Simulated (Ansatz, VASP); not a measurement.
# InSe in VASP and in Ansatz

The input INCAR:

```
ALGO = Normal
DIPOL = 0.5 0.5 0.500
EDIFF = 1E-6
ENCUT = 520
GGA = PE
IDIPOL = 3
ISIF = 2
ISMEAR = 0
IVDW = 12
LASPH = T
LCHARG = F
LDIPOL = T
LREAL = F
LWAVE = F
NBANDS = 27
NELM = 80
PREC = Accurate
SIGMA = 0.02
```

Contents of KPOINTS:

```
k-points
0
Gamma
  9 9 1
```

The input POSCAR:

```
InSe
1.0
    3.9600000000      0.0000000000      0.0000000000
   -1.9800000000      3.4294605990      0.0000000000
    0.0000000000      0.0000000000     36.7199571806
Se In
2 2
Direct
    0.0000000000      0.0000000000      0.4266608704
    0.0000000000      0.0000000000      0.5733113682
    0.6666666667      0.3333333333      0.4619374194
    0.6666666667      0.3333333333      0.5380348774
```

Input for Ansatz:

```yaml
crystal:
  lattice:
    - [3.96, 0.0, 0.0]
    - [-1.98, 3.429460599, 0.0]
    - [0.0, 0.0, 36.7199571806]
  atoms:
    - { symbol: Se, position: [0.0, 0.0, 0.4266608704] }
    - { symbol: In, position: [0.6666666667, 0.3333333333, 0.4619374194] }
    - { symbol: In, position: [0.6666666667, 0.3333333333, 0.5380348774] }
    - { symbol: Se, position: [0.0, 0.0, 0.5733113682] }
  periodic: [true, true, false]
basis:
  ecutwfc: 420
kpoints:
  mp_grid: { grid: [9, 9, 1] }
hamiltonian:
  xc: pbe
  pseudopotentials: { kind: paw, azcp: { folder: soft_1 } }
  dispersion: d3bj
scf:
  occupations: { method: gaussian, width: 0.02 }
output:
  forces: true
  stress: true
  eigenvalues: true
  write_density: true
  write_potential: true
  elf: true
  volumetric_format: npy
```

Alike in both runs: task single point; functional PBE; dispersion D3(BJ); k mesh 9 × 9 × 1; occupations gaussian, width 0.02 eV; no spin polarisation.

|  | VASP | Ansatz |
| --- | --- | --- |
| version | VASP 6.6.1 | Ansatz 0.2.0 |
| potentials or method | VASP PAW PBE potentials, release 64 (Se, In_d), cutoff 520 eV | scalar-relativistic, plane waves, PAW |
| valence electrons in the cell | 38 | 58 |

VASP gave:

* gap on the k mesh at the Fermi level (eV): 1.82
* least direct gap on the mesh (eV): 1.91
* rms of the force components (eV/Å): 0.162

Q: Estimate Ansatz's values.

A: gap on the k mesh at the Fermi level (eV): 1.83; least direct gap on the mesh (eV): 1.92; rms of the force components (eV/Å): 0.153.

VASP's potentials hold 38 valence electrons a cell and Ansatz's 58, so a difference there can come from the potentials and not from the codes. Ansatz's warnings: structure snapped to symmetry, xc potential rough in thin density.
